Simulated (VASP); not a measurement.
Si, 2 atoms in the cell. Symmetry: I4_1/amd, No. 141, tetragonal system. The conventional cell has a = 4.868 Å, b = 4.868 Å, c = 2.522 Å, α = 90.00°, β = 90.00°, γ = 90.00°. Si (site symmetry -4m2) has 10 Si at 2.51 to 3.08 Å within 3.3 Å. 

```yaml
Program: VASP 6.6.1
Task: single point
Functional: PBEsol
Potentials_or_basis: VASP PAW PBE potentials, release 64 (Si)
Cutoff: 520 eV
k_mesh: 6 × 6 × 6
Occupations: gaussian, width 0.1 eV
Spin: no spin polarisation
Dipole_correction: no
Further_INCAR_settings: ALGO = Normal; EDIFF = 1e-06; NBANDS = 11
```

Potentials or basis: VASP PAW PBE potentials, release 64 (Si).

The run is started by

```console
$ cat potpaw_PBE.64/Si/POTCAR > POTCAR
$ mpirun -np 1 vasp_std > vasp.out
```

Hardware: 1 thread of Intel Xeon 8259CL (shared host).

Task: Estimate the wall time of this run.

Result: Wall time 14 s on 1 thread of Intel Xeon 8259CL (shared host), peak memory 0.15 GiB. Counts: scf iterations 9, k points 30.
